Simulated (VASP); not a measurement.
# Rb (Im-3m) in VASP: a series of runs

The runs below take Rb through single point, with rpbe exchange, lyp correlation.

All numbers are computed with VASP 6.6.1; they aren't measurements. Logs are shortened: lines on timing, memory, paths and dates and some standing lists are left out, and cuts for length are marked.

## Step 1: The cell of the first run

The structure is cubic, space group Im-3m (No. 229). The conventional cell has a = 5.567 Å, b = 5.567 Å, c = 5.567 Å, α = 90.00°, β = 90.00°, γ = 90.00°.

## Step 2: Single point, rpbe exchange, lyp correlation (86.28 Å³/atom)

INCAR reads:

```
SYSTEM = Rb
ALGO = Normal
EDIFF = 1E-6
ENCUT = 500
GGA = LIBXC
GGA_COMPAT = .FALSE.
ISIF = 2
ISMEAR = -1
LASPH = .TRUE.
LCHARG = .FALSE.
LIBXC1 = GGA_X_RPBE
LIBXC2 = GGA_C_LYP
LREAL = .FALSE.
LWAVE = .FALSE.
NBANDS = 10
NELM = 120
PREC = Accurate
SIGMA = 0.01
```

KPOINTS reads:

```
k-points
0
G
  7 7 7
  0 0 0
```

POSCAR reads:

```
Rb
1.0
   -2.7836907084      2.7836907084      2.7836907084
    2.7836907084     -2.7836907084      2.7836907084
    2.7836907084      2.7836907084     -2.7836907084
Rb
1
Direct
    0.0000000000      0.0000000000      0.0000000000
```

Potentials or basis: VASP PAW PBE potentials, release 64 (Rb_sv).

Launch:

```sh
$ cat potpaw_PBE.64/Rb_sv/POTCAR > POTCAR
$ mpirun -np 1 vasp_std > vasp.out
```

OUTCAR:

```text
SYSTEM = Rb
   EDIFF = 1E-6
   ENCUT = 500
   GGA = LIBXC
   ISIF = 2
   ISMEAR = -1
   LASPH = .TRUE.
   LREAL = .FALSE.
   NELM = 120
   PREC = Accurate

 ion  position               nearest neighbor table
   1  0.000  0.000  0.000-

  LATTYP: Found a body centered cubic cell.
 ALAT       =     5.5673814168

  Lattice vectors:

 A1 = (  -2.7836907084,   2.7836907084,   2.7836907084)
 A2 = (   2.7836907084,  -2.7836907084,   2.7836907084)
 A3 = (   2.7836907084,   2.7836907084,  -2.7836907084)

Analysis of symmetry for initial positions (statically):
=====================================================================
 Subroutine PRICEL returns:
 Original cell was already a primitive cell.

 Routine SETGRP: Setting up the symmetry group for a
 body centered cubic supercell.

 Subroutine GETGRP returns: Found 48 space group operations
 (whereof 48 operations were pure point group operations)
 out of a pool of 48 trial point group operations.

The static configuration has the point symmetry O_h .

Analysis of symmetry for dynamics (positions and initial velocities):
=====================================================================
 Subroutine PRICEL returns:
 Original cell was already a primitive cell.

 Routine SETGRP: Setting up the symmetry group for a
 body centered cubic supercell.

 Subroutine GETGRP returns: Found 48 space group operations
 (whereof 48 operations were pure point group operations)
 out of a pool of 48 trial point group operations.

The dynamic configuration has the point symmetry O_h .

 Subroutine INISYM returns: Found 48 space group operations
 (whereof 48 operations are pure point group operations),
 and found     1 'primitive' translations

----------------------------------------------------------------------------------------

                                     Primitive cell

  volume of cell :      86.2825

  direct lattice vectors                    reciprocal lattice vectors
    -2.783690708  2.783690708  2.783690708     0.000000000  0.179617656  0.179617656
     2.783690708 -2.783690708  2.783690708     0.179617656  0.000000000  0.179617656
     2.783690708  2.783690708 -2.783690708     0.179617656  0.179617656  0.000000000

  length of vectors
     4.821493740  4.821493740  4.821493740     0.254017725  0.254017725  0.254017725

  position of ions in fractional coordinates (direct lattice)
     0.000000000  0.000000000  0.000000000

  ion indices of the primitive-cell ions
   primitive index   ion index
                 1           1

----------------------------------------------------------------------------------------

 KPOINTS: k-points

Automatic generation of k-mesh.
 Grid dimensions read from file:
 generate k-points for:    7    7    7

 Generating k-lattice:

  Cartesian coordinates                     Fractional coordinates (reciprocal lattice)
     0.000000000  0.025659665  0.025659665     0.142857143  0.000000000  0.000000000
     0.025659665  0.000000000  0.025659665     0.000000000  0.142857143  0.000000000
     0.025659665  0.025659665  0.000000000     0.000000000  0.000000000  0.142857143

  Length of vectors
     0.036288246  0.036288246  0.036288246

  Shift w.r.t. Gamma in fractional coordinates (k-lattice)
     0.000000000  0.000000000  0.000000000

 Subroutine IBZKPT returns following result:
 ===========================================

 Found     20 irreducible k-points:

 Following reciprocal coordinates:
            Coordinates               Weight
  0.000000  0.000000  0.000000      1.000000
  0.142857  0.000000  0.000000     12.000000
  0.285714  0.000000  0.000000     12.000000
  0.428571  0.000000  0.000000     12.000000
  0.142857  0.142857  0.000000     24.000000
  0.285714  0.142857 -0.000000     48.000000
[... 12 lines left out ...]
 -0.428571 -0.428571  0.285714      8.000000
 -0.428571  0.428571  0.428571      6.000000
   k-points           NKPTS =     20   k-points in BZ     NKDIM =     20   number of bands    NBANDS=     10
   number of dos      NEDOS =    301   number of ions     NIONS =      1
   total plane-waves  NPLWV =  46656
   dimension x,y,z NGX =    36 NGY =   36 NGZ =   36
   dimension x,y,z NGXF=    72 NGYF=   72 NGZF=   72
   ions per type =               1
   NGX,Y,Z   is equivalent  to a cutoff of  12.41, 12.41, 12.41 a.u.
   NGXF,Y,Z  is equivalent  to a cutoff of  24.83, 24.83, 24.83 a.u.
 SYSTEM =  Rb
   PREC   = accura    normal or accurate (medium, high low for compatibility)
   ISTART =      0    job   : 0-new  1-cont  2-samecut
   ICHARG =      2    charge: 1-file 2-atom 10-const
   ISPIN  =      1    spin polarized calculation?
   LNONCOLLINEAR =      F non collinear calculations
   LSORBIT =      F    spin-orbit coupling
   LASPH  =      T    aspherical Exc in radial PAW
   ENCUT  =  500.0 eV  36.75 Ry    6.06 a.u.   8.79  8.79  8.79*2*pi/ulx,y,z
   NELM   =    120;   NELMIN=  2; NELMDL= -5     # of ELM steps
   EDIFF  = 0.1E-05   stopping-criterion for ELM
   LREAL  =      F    real-space projection
   EDIFFG = 0.1E-04   stopping-criterion for IOM
   NSW    =      0    number of steps for IOM
   IBRION =     -1    ionic relax: 0-MD 1-quasi-New 2-CG
   NFREE  =      0    steps in history (QN), initial steepest desc. (CG)
   ISIF   =      2    stress and relaxation
   ISYM   =      2    0-nonsym 1-usesym 2-fastsym
   POTIM  = 0.5000    time-step for ionic-motion
   TEBEG  =    0.0;   TEEND  =   0.0 temperature during run
   PSTRESS=    0.0 pullay stress
   NELECT =       9.0000    total number of electrons
   NUPDOWN=      -1.0000    fix difference up-down
   EMIN   =  10.00;   EMAX   =-10.00  energy-range for DOS
   EFERMI =   0.00;   METHOD = LEGACY
   ISMEAR =    -1;   SIGMA  =   0.01  broadening in eV -4-tet -1-fermi 0-gaus
   EFERMI_NEDOS =   21; number of points for ismear=-14 and -15
   IALGO  =     38    algorithm
   IMIX   =      4    mixing-type and parameters
     AMIX     =   0.40;   BMIX     =  1.00
     AMIX_MAG =   1.60;   BMIX_MAG =  1.00
  volume/ion in A,a.u.               =      86.28       582.26
  Fermi-wavevector in a.u.,A,eV,Ry     =   0.770634  1.456287  8.080179  0.593876
  Thomas-Fermi vector in A             =   1.871880
   LORBIT       =      0    0 simple, 1 ext, 2 COOP (PROOUT), +10 PAW based schemes
   GGA     = LIBXC    functional components
   LHFCALC =     F    Hartree Fock is set to
   AEXX    =    0.0000 exact exchange contribution
   IVDW    =     0    specifies the selected vdW correction
   LEPSILON=     F    determine dielectric tensor
   LRPA    =     F    only Hartree local field effects (RPA)
 non-spin polarized calculation
  energy-cutoff  :      500.00
  volume of cell :       86.28
 maximum number of plane-waves:      2210
   NGX = 17   NGY = 17   NGZ = 17

 number of electron       9.0000000 magnetization

 Free energy of the ion-electron system (eV)
  ---------------------------------------------------
  ext. energy  EPLUGINS =         0.00000000
  ---------------------------------------------------
  free energy    TOTEN  =        -0.50320644 eV

  energy without entropy =       -0.50245240  energy(sigma->0) =       -0.50282942

 E-fermi :   0.6389     XC(G=0):  -5.1002

 val. band max:        0.6267737320   @ k =  -0.2857   0.4286   0.1429
 cond. band min:       0.7720749682   @ k =  -0.4286   0.4286   0.1429
 fundamental gap:      0.1453012362
 Fermi energy:         0.6389072923

 k-point     1 :       0.0000    0.0000    0.0000
  band No.  band energies     occupation
      1     -28.3958      2.00000
      2     -12.4388      2.00000
      3     -12.4388      2.00000
      4     -12.4388      2.00000
      5      -1.3735      2.00000
      6       4.2284      0.00000
      7       4.2284      0.00000
      8       4.2284      0.00000
      9       5.1851      0.00000
     10       5.1851      0.00000

 k-point     2 :       0.1429    0.0000    0.0000
  band No.  band energies     occupation
      1     -28.3948      2.00000
      2     -12.4607      2.00000
      3     -12.4460      2.00000
      4     -12.4388      2.00000
      5      -1.1213      2.00000
      6       3.8534      0.00000
      7       3.9484      0.00000
      8       4.4651      0.00000
      9       4.9295      0.00000
     10       5.1386      0.00000

 k-point     3 :       0.2857    0.0000    0.0000
  band No.  band energies     occupation
      1     -28.3925      2.00000
      2     -12.5091      2.00000
      3     -12.4620      2.00000
      4     -12.4388      2.00000
      5      -0.4176      2.00000
      6       2.8612      0.00000
      7       3.4881      0.00000
      8       5.0403      0.00000
      9       5.1530      0.00000
     10       5.1949      0.00000

 k-point     4 :       0.4286    0.0000    0.0000
  band No.  band energies     occupation
      1     -28.3907      2.00000
      2     -12.5470      2.00000
      3     -12.4748      2.00000
      4     -12.4388      2.00000
      5       0.5487      1.99976
      6       1.8692      0.00000
      7       3.2064      0.00000
      8       4.9015      0.00000
      9       5.5499      0.00000
     10       6.2252      0.00000
[... 170 lines left out ...]
 k-point    18 :      -0.4286    0.4286    0.2857
  band No.  band energies     occupation
      1     -28.3880      2.00000
      2     -12.5287      2.00000
      3     -12.5013      2.00000
      4     -12.4895      2.00000
      5       1.2944      0.00000
      6       2.0807      0.00000
      7       3.3600      0.00000
      8       3.7081      0.00000
      9       4.5865      0.00000
     10       6.1219      0.00000

 k-point    19 :      -0.4286   -0.4286    0.2857
  band No.  band energies     occupation
      1     -28.3873      2.00000
      2     -12.5217      2.00000
      3     -12.5217      2.00000
      4     -12.4931      2.00000
      5       1.8541      0.00000
      6       1.8541      0.00000
      7       2.8761      0.00000
      8       4.3557      0.00000
      9       4.3557      0.00000
     10       5.8375      0.00000

 k-point    20 :      -0.4286    0.4286    0.4286
  band No.  band energies     occupation
      1     -28.3866      2.00000
      2     -12.5196      2.00000
      3     -12.5159      2.00000
      4     -12.5159      2.00000
      5       1.7409      0.00000
      6       1.9630      0.00000
      7       3.8084      0.00000
      8       4.0048      0.00000
      9       4.0048      0.00000
     10       6.1331      0.00000

------------------------ aborting loop because EDIFF is reached ----------------------------------------

  FORCE on cell =-STRESS in cart. coord.  units (eV):
  Direction    XX          YY          ZZ          XY          YZ          ZX
  --------------------------------------------------------------------------------------
  -------------------------------------------------------------------------------------
  Total        0.2606306      0.2606306      0.2606306     -0.0000000     -0.0000000      0.0000000
  in kB        4.8396403      4.8396403      4.8396403     -0.0000000     -0.0000000      0.0000000
  external PRESSURE =       4.8396403 kB  Pullay stress =       0.0000000 kB

 VOLUME and BASIS-vectors are now :
 -----------------------------------------------------------------------------
  energy-cutoff  :      500.00
  volume of cell :       86.28
      direct lattice vectors                 reciprocal lattice vectors
    -2.783690708  2.783690708  2.783690708     0.000000000  0.179617656  0.179617656
     2.783690708 -2.783690708  2.783690708     0.179617656  0.000000000  0.179617656
     2.783690708  2.783690708 -2.783690708     0.179617656  0.179617656  0.000000000

 POSITION                                       TOTAL-FORCE (eV/Angst)
 -----------------------------------------------------------------------------------
      0.00000      0.00000      0.00000        -0.000000     -0.000000      0.000000
 -----------------------------------------------------------------------------------
    total drift:                               -0.000000      0.000000      0.000000

  FREE ENERGIE OF THE ION-ELECTRON SYSTEM (eV)
  ---------------------------------------------------
  free  energy   TOTEN  =        -0.5032064376 eV

  energy  without entropy=       -0.5024523953  energy(sigma->0) =       -0.50282942
```

Wall time 12 s (1 thread of Intel Xeon Platinum 8259CL at 2.50GHz (Skylake/Cascade Lake), shared host); peak memory 0.2 GiB.

What came out:

* Free energy: -0.5032 eV
* Pressure: 0.5 GPa
* Band gap on the k mesh: zero (an odd number of electrons rules out a gap without spin polarisation)

Caveat: the PAW data sets were made with another functional, which shifts forces and pressure a little.

## Step 3: Single point, rpbe exchange, lyp correlation (88.04 Å³/atom)

This run uses another cell than the first one, of 88.04 Å³/atom.

INCAR reads:

```
SYSTEM = Rb
PREC = Accurate
ENCUT = 500
EDIFF = 1E-6
ISMEAR = -1
SIGMA = 0.01
LREAL = .FALSE.
LASPH = .TRUE.
NELM = 120
ALGO = Normal
ISIF = 2
LWAVE = .FALSE.
LCHARG = .TRUE.
GGA = LIBXC
LIBXC1 = GGA_X_RPBE
LIBXC2 = GGA_C_LYP
LELF = .TRUE.
LVHAR = .TRUE.
NBANDS = 10
GGA_COMPAT = .FALSE.
```

KPOINTS reads:

```
regular mesh
0
G
  7 7 7
  0 0 0
```

POSCAR reads:

```
Rb
1.0
   -2.8025000000      2.8025000000      2.8025000000
    2.8025000000     -2.8025000000      2.8025000000
    2.8025000000      2.8025000000     -2.8025000000
Rb
1
Direct
    0.0000000000      0.0000000000      0.0000000000
```

Potentials or basis: VASP PAW PBE potentials, release 64 (Rb_sv).

Launch:

```sh
$ cat potpaw_PBE.64/Rb_sv/POTCAR > POTCAR
$ mpirun -np 1 vasp_std > vasp.out
```

Run time: 13 s. Hardware: 1 thread of Intel Xeon Platinum 8259CL at 2.50GHz (Skylake/Cascade Lake), shared host; peak memory 0.19 GiB.

The run converged. Its results:

```
Free energy            : -0.5081 eV
Pressure               : 0.4 GPa
Band gap on the k mesh : zero (an odd number of electrons rules out a gap without spin polarisation)
```

Levels at points of the mesh, in eV from the Fermi level:
```tsv
k point	band 3	band 4	band 5	band 6	band 7	band 8
(0.00, 0.00, 0.00)	-13.09	-13.09	-1.98	3.57	3.57	3.57
```

Caveat: the PAW data sets were made with another functional, which shifts forces and pressure a little.
